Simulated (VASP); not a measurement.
Set up this calculation in VASP 6.6.1, as the native input.

```
Task                   : electric field gradients
Functional             : PBE
Potentials or basis    : VASP PAW PBE potentials, release 64 (Ga_d)
Cutoff                 : 520 eV
k mesh                 : 14 × 14 × 11
Occupations            : fermi-dirac, width 0.05 eV
Spin                   : no spin polarisation
Dipole correction      : no
Further INCAR settings : ALGO = Normal; EDIFF = 1e-08; NBANDS = 20
```

The structure of Ga lies in POSCAR:

```
Ga
1.0
    1.3550077528     -3.9450026874      0.0000000000
    1.3550077528      3.9450026874      0.0000000000
   -0.1150727842      0.0000000000      3.2625314290
Ga
2
Direct
    0.8690000000      0.1310000000      0.2500000000
    0.1310000000      0.8690000000      0.7500000000
```

These files were run (other wordings do the same):

INCAR

```
SYSTEM = Ga
PREC = Accurate ; ENCUT = 520
EDIFF = 1E-8 ; ISMEAR = -1
SIGMA = 0.05 ; LREAL = .FALSE.
LASPH = .TRUE. ; NELM = 60
ALGO = Normal ; ISIF = 2
LWAVE = .FALSE. ; LCHARG = .FALSE.
GGA = PE ; LEFG = .TRUE.
NBANDS = 20
```

KPOINTS

```
regular mesh
0
G
  14 14 11
  0 0 0
```

Potentials or basis: VASP PAW PBE potentials, release 64 (Ga_d).

The run is started by

```sh
$ cat potpaw_PBE.64/Ga_d/POTCAR > POTCAR
$ mpirun -np 1 vasp_std > vasp.out
```

Results of the run:

```json
{
  "Pressure": "6.1 GPa",
  "Largest force": "0.217 eV/Å",
  "Band gap on the k mesh": "zero (bands 13 and 14 overlap by 8.38 eV)",
  "Largest electric field gradient by atom": "Ga +27.1 V/Å²"
}
```

Caveat: the cell stands under pressure; without QUAD_EFG the Cq values of the log hold for a quadrupole moment of 1 mb, not for the nuclei.

Wall time 3.5 min on 1 thread of Intel(R) Xeon(R) 6975P-C (Granite Rapids), with other jobs on the host, peak memory 0.42 GiB.
